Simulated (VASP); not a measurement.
# Mn (Im-3m) in VASP: single point with PBE

Aim: the single point of Mn with PBE.

Everything below comes from runs of VASP 6.6.1. Logs are shortened: lines on timing, memory, paths and dates and some standing lists are left out, and cuts for length are marked.

## Step 1: The cell of the first run

The structure is cubic, space group Im-3m (No. 229). The conventional cell has a = 3.040 Å, b = 3.040 Å, c = 3.040 Å, α = 90.00°, β = 90.00°, γ = 90.00°. Mn (site symmetry m-3m) has 14 Mn at 2.63 to 3.04 Å within 3.5 Å.

## Step 2: Single point, PBE, collinear spin, antiferromagnetic start

INCAR reads:

```
SYSTEM = Mn
ALGO     = Normal         ! electronic algorithm
EDIFF    = 1E-6           ! SCF threshold, eV
ENCUT    = 500            ! plane-wave cutoff, eV
GGA      = PE             ! functional
GGA_COMPAT= .False.      
ISIF     = 2              ! what is computed and relaxed
ISMEAR   = -1             ! smearing method
ISPIN    = 2              ! spin polarisation
LASPH    = .True.         ! aspherical terms in the spheres
LCHARG   = .False.        ! write CHGCAR
LMAXMIX  = 4              ! l up to which the mixer works
LORBIT   = 11             ! projections on sites
LREAL    = .False.        ! projectors in reciprocal space
LWAVE    = .False.        ! write WAVECAR
MAGMOM   = -3.48 3.48     ! initial moments
NBANDS   = 24             ! bands
NELM     = 200            ! most SCF steps
PREC     = Accurate       ! precision mode
SIGMA    = 0.1            ! smearing width, eV
```

KPOINTS reads:

```
k-points
0
Gamma
  4 4 4
  0 0 0
```

POSCAR reads:

```
Mn
1.0
    3.0400000000      0.0000000000      0.0000000000
    0.0000000000      3.0400000000      0.0000000000
    0.0000000000      0.0000000000      3.0400000000
Mn
2
Direct
    0.0000000000      0.0000000000      0.0000000000
    0.5000000000      0.5000000000      0.5000000000
```

Potentials or basis: VASP PAW PBE potentials, release 64 (Mn_pv).

Started as:

```sh
$ cat potpaw_PBE.64/Mn_pv/POTCAR > POTCAR
$ mpirun -np 1 vasp_std > vasp.out
```

OUTCAR:

```text
SYSTEM = Mn
   EDIFF = 1E-6
   ENCUT = 500
   GGA = PE
   ISIF = 2
   ISMEAR = -1
   ISPIN = 2
   LASPH = .True.
   LORBIT = 11
   LREAL = .False.
   NELM = 200
   PREC = Accurate

 ion  position               nearest neighbor table
   1  0.000  0.000  0.000-   2 2.63   2 2.63   2 2.63   2 2.63   2 2.63   2 2.63   2 2.63   2 2.63

   2  0.500  0.500  0.500-   1 2.63   1 2.63   1 2.63   1 2.63   1 2.63   1 2.63   1 2.63   1 2.63

  LATTYP: Found a simple cubic cell.
 ALAT       =     3.0400000000

  Lattice vectors:

 A1 = (   3.0400000000,   0.0000000000,   0.0000000000)
 A2 = (   0.0000000000,   3.0400000000,   0.0000000000)
 A3 = (   0.0000000000,   0.0000000000,   3.0400000000)

Analysis of symmetry for initial positions (statically):
=====================================================================
 Subroutine PRICEL returns following result:

  LATTYP: Found a body centered cubic cell.
 ALAT       =     3.0400000000

  Lattice vectors:

 A1 = (   1.5200000000,   1.5200000000,  -1.5200000000)
 A2 = (  -1.5200000000,   1.5200000000,   1.5200000000)
 A3 = (   1.5200000000,  -1.5200000000,   1.5200000000)

   2 primitive cells build up your supercell.

 Routine SETGRP: Setting up the symmetry group for a
 simple cubic supercell.

 Subroutine GETGRP returns: Found 48 space group operations
 (whereof 48 operations were pure point group operations)
 out of a pool of 48 trial point group operations.

The static configuration has the point symmetry O_h .

Analysis of symmetry for dynamics (positions and initial velocities):
=====================================================================
 Subroutine PRICEL returns following result:

  LATTYP: Found a body centered cubic cell.
 ALAT       =     3.0400000000

  Lattice vectors:

 A1 = (   1.5200000000,   1.5200000000,  -1.5200000000)
 A2 = (  -1.5200000000,   1.5200000000,   1.5200000000)
 A3 = (   1.5200000000,  -1.5200000000,   1.5200000000)

   2 primitive cells build up your supercell.

 Routine SETGRP: Setting up the symmetry group for a
 simple cubic supercell.

 Subroutine GETGRP returns: Found 48 space group operations
 (whereof 48 operations were pure point group operations)
 out of a pool of 48 trial point group operations.

The dynamic configuration has the point symmetry O_h .

Analysis of structural, dynamic, and magnetic symmetry:
=====================================================================
 Subroutine PRICEL returns following result:

  LATTYP: Found a body centered cubic cell.
 ALAT       =     3.0400000000

  Lattice vectors:

 A1 = (   1.5200000000,   1.5200000000,  -1.5200000000)
 A2 = (  -1.5200000000,   1.5200000000,   1.5200000000)
 A3 = (   1.5200000000,  -1.5200000000,   1.5200000000)

   2 primitive cells build up your supercell.

 Routine SETGRP: Setting up the symmetry group for a
 simple cubic supercell.

 Subroutine GETGRP returns: Found 48 space group operations
 (whereof 48 operations were pure point group operations)
 out of a pool of 48 trial point group operations.

The overall configuration has the point symmetry O_h .

 Subroutine INISYM returns: Found 48 space group operations
 (whereof 48 operations are pure point group operations),
 and found     2 'primitive' translations

----------------------------------------------------------------------------------------

                                     Primitive cell

  volume of cell :      14.0472

  direct lattice vectors                    reciprocal lattice vectors
     1.520000000  1.520000000 -1.520000000     0.328947368  0.328947368  0.000000000
    -1.520000000  1.520000000  1.520000000    -0.000000000  0.328947368  0.328947368
     1.520000000 -1.520000000  1.520000000     0.328947368  0.000000000  0.328947368

  length of vectors
     2.632717228  2.632717228  2.632717228     0.465201830  0.465201830  0.465201830

  position of ions in fractional coordinates (direct lattice)
     0.000000000  0.000000000  0.000000000

  ion indices of the primitive-cell ions
   primitive index   ion index
                 1           1

----------------------------------------------------------------------------------------

 KPOINTS: k-points

Automatic generation of k-mesh.
 Grid dimensions read from file:
 generate k-points for:    4    4    4

 Generating k-lattice:

  Cartesian coordinates                     Fractional coordinates (reciprocal lattice)
     0.082236842  0.000000000  0.000000000     0.250000000  0.000000000  0.000000000
     0.000000000  0.082236842  0.000000000     0.000000000  0.250000000  0.000000000
     0.000000000  0.000000000  0.082236842     0.000000000  0.000000000  0.250000000

  Length of vectors
     0.082236842  0.082236842  0.082236842

  Shift w.r.t. Gamma in fractional coordinates (k-lattice)
     0.000000000  0.000000000  0.000000000

 Subroutine IBZKPT returns following result:
 ===========================================

 Found     10 irreducible k-points:

 Following reciprocal coordinates:
            Coordinates               Weight
  0.000000  0.000000  0.000000      1.000000
  0.250000  0.000000  0.000000      6.000000
  0.500000  0.000000  0.000000      3.000000
  0.250000  0.250000  0.000000     12.000000
  0.500000  0.250000  0.000000     12.000000
  0.500000  0.500000  0.000000      3.000000
  0.250000  0.250000  0.250000      8.000000
  0.500000  0.250000  0.250000     12.000000
  0.500000  0.500000  0.250000      6.000000
  0.500000  0.500000  0.500000      1.000000
   k-points           NKPTS =     10   k-points in BZ     NKDIM =     10   number of bands    NBANDS=     24
   number of dos      NEDOS =    301   number of ions     NIONS =      2
   total plane-waves  NPLWV =  13824
   dimension x,y,z NGX =    24 NGY =   24 NGZ =   24
   dimension x,y,z NGXF=    48 NGYF=   48 NGZF=   48
   ions per type =               2
   NGX,Y,Z   is equivalent  to a cutoff of  13.12, 13.12, 13.12 a.u.
   NGXF,Y,Z  is equivalent  to a cutoff of  26.25, 26.25, 26.25 a.u.
 SYSTEM =  Mn
   PREC   = accura    normal or accurate (medium, high low for compatibility)
   ISTART =      0    job   : 0-new  1-cont  2-samecut
   ICHARG =      2    charge: 1-file 2-atom 10-const
   ISPIN  =      2    spin polarized calculation?
   LNONCOLLINEAR =      F non collinear calculations
   LSORBIT =      F    spin-orbit coupling
   LASPH  =      T    aspherical Exc in radial PAW
   ENCUT  =  500.0 eV  36.75 Ry    6.06 a.u.   5.54  5.54  5.54*2*pi/ulx,y,z
   NELM   =    200;   NELMIN=  2; NELMDL= -5     # of ELM steps
   EDIFF  = 0.1E-05   stopping-criterion for ELM
   LREAL  =      F    real-space projection
   EDIFFG = 0.1E-04   stopping-criterion for IOM
   NSW    =      0    number of steps for IOM
   IBRION =     -1    ionic relax: 0-MD 1-quasi-New 2-CG
   NFREE  =      0    steps in history (QN), initial steepest desc. (CG)
   ISIF   =      2    stress and relaxation
   ISYM   =      2    0-nonsym 1-usesym 2-fastsym
   POTIM  = 0.5000    time-step for ionic-motion
   TEBEG  =    0.0;   TEEND  =   0.0 temperature during run
   PSTRESS=    0.0 pullay stress
   NELECT =      26.0000    total number of electrons
   NUPDOWN=      -1.0000    fix difference up-down
   EMIN   =  10.00;   EMAX   =-10.00  energy-range for DOS
   EFERMI =   0.00;   METHOD = LEGACY
   ISMEAR =    -1;   SIGMA  =   0.10  broadening in eV -4-tet -1-fermi 0-gaus
   EFERMI_NEDOS =   21; number of points for ismear=-14 and -15
   IALGO  =     38    algorithm
   IMIX   =      4    mixing-type and parameters
     AMIX     =   0.40;   BMIX     =  1.00
     AMIX_MAG =   1.60;   BMIX_MAG =  1.00
  volume/ion in A,a.u.               =      14.05        94.80
  Fermi-wavevector in a.u.,A,eV,Ry     =   1.595361  3.014796 34.629241  2.545177
  Thomas-Fermi vector in A             =   2.693292
   LORBIT       =     11    0 simple, 1 ext, 2 COOP (PROOUT), +10 PAW based schemes
   GGA     = PE    functional components
   LHFCALC =     F    Hartree Fock is set to
   AEXX    =    0.0000 exact exchange contribution
   IVDW    =     0    specifies the selected vdW correction
   LEPSILON=     F    determine dielectric tensor
   LRPA    =     F    only Hartree local field effects (RPA)
 spin polarized calculation
  energy-cutoff  :      500.00
  volume of cell :       28.09
 maximum number of plane-waves:       739
 NGX is ok and might be reduce to    24
   NGX = 11   NGY = 11   NGZ = 11

 number of electron      26.0000043 magnetization       0.0000000

 number of electron      26.0000043 magnetization      -0.0000000

 Free energy of the ion-electron system (eV)
  ---------------------------------------------------
  ext. energy  EPLUGINS =         0.00000000
  ---------------------------------------------------
  free energy    TOTEN  =       -17.59576645 eV

  energy without entropy =      -17.49816354  energy(sigma->0) =      -17.54696500

 E-fermi :   8.1160     XC(G=0): -12.3897

 val. band max:        8.0646347405   @ k =   0.5000   0.2500   0.2500
 cond. band min:       8.2041438749   @ k =   0.2500   0.0000   0.0000
 fundamental gap:      0.1395091344
 Fermi energy:         8.1160090900

 spin component 1

 k-point     1 :       0.0000    0.0000    0.0000
  band No.  band energies     occupation
      1     -41.8430      1.00000
      2     -41.8430      1.00000
      3     -41.8430      1.00000
      4     -38.4825      1.00000
      5     -38.4825      1.00000
      6     -38.4825      1.00000
[... 259 lines left out ...]
     23      15.9730      0.00000
     24      17.5293      0.00000
 Fermi energy:         8.1160090900

 spin component 2

 k-point     1 :       0.0000    0.0000    0.0000
  band No.  band energies     occupation
      1     -41.8430      1.00000
      2     -41.8430      1.00000
      3     -41.8430      1.00000
      4     -38.4825      1.00000
      5     -38.4825      1.00000
      6     -38.4825      1.00000
[... 259 lines left out ...]
     23      15.9730      0.00000
     24      17.5293      0.00000

------------------------ aborting loop because EDIFF is reached ----------------------------------------

  FORCE on cell =-STRESS in cart. coord.  units (eV):
  Direction    XX          YY          ZZ          XY          YZ          ZX
  --------------------------------------------------------------------------------------
  -------------------------------------------------------------------------------------
  Total       -1.0542938     -1.0542938     -1.0542938     -0.0000000      0.0000000     -0.0000000
  in kB      -60.1244995    -60.1244995    -60.1244995     -0.0000000      0.0000000     -0.0000000
  external PRESSURE =     -60.1244995 kB  Pullay stress =       0.0000000 kB

 VOLUME and BASIS-vectors are now :
 -----------------------------------------------------------------------------
  energy-cutoff  :      500.00
  volume of cell :       28.09
      direct lattice vectors                 reciprocal lattice vectors
     3.040000000  0.000000000  0.000000000     0.328947368  0.000000000  0.000000000
     0.000000000  3.040000000  0.000000000     0.000000000  0.328947368  0.000000000
     0.000000000  0.000000000  3.040000000     0.000000000  0.000000000  0.328947368

 POSITION                                       TOTAL-FORCE (eV/Angst)
 -----------------------------------------------------------------------------------
      0.00000      0.00000      0.00000         0.000000      0.000000      0.000000
      1.52000      1.52000      1.52000         0.000000      0.000000     -0.000000
 -----------------------------------------------------------------------------------
    total drift:                                0.000000      0.000000     -0.000000

  FREE ENERGIE OF THE ION-ELECTRON SYSTEM (eV)
  ---------------------------------------------------
  free  energy   TOTEN  =       -17.5957664503 eV

  energy  without entropy=      -17.4981635415  energy(sigma->0) =      -17.54696500

 total charge

# of ion       s       p       d       tot
------------------------------------------
    1        0.360   6.286   4.931  11.576
    2        0.360   6.286   4.931  11.576
--------------------------------------------------
tot          0.720  12.571   9.861  23.153

 magnetization (x)

# of ion       s       p       d       tot
------------------------------------------
    1       -0.055  -0.037  -3.110  -3.201
    2        0.055   0.037   3.110   3.201
--------------------------------------------------
tot          0.000   0.000   0.000   0.000
```

It took 7.8 s on 1 thread of Intel Xeon 6975P-C (Granite Rapids), shared host; peak memory 0.14 GiB.

Results:

* Free energy: -17.5958 eV
* Pressure: -6.0 GPa
* Band gap on the k mesh: zero (filled and empty bands overlap)
* Net moment: 0.00 μB per cell
* Site moments: Mn -3.20, +3.20 μB
* Valence electrons inside the program's atomic spheres: Mn 11.58

Caveat: the k points lie up to 0.52 Å⁻¹ apart.
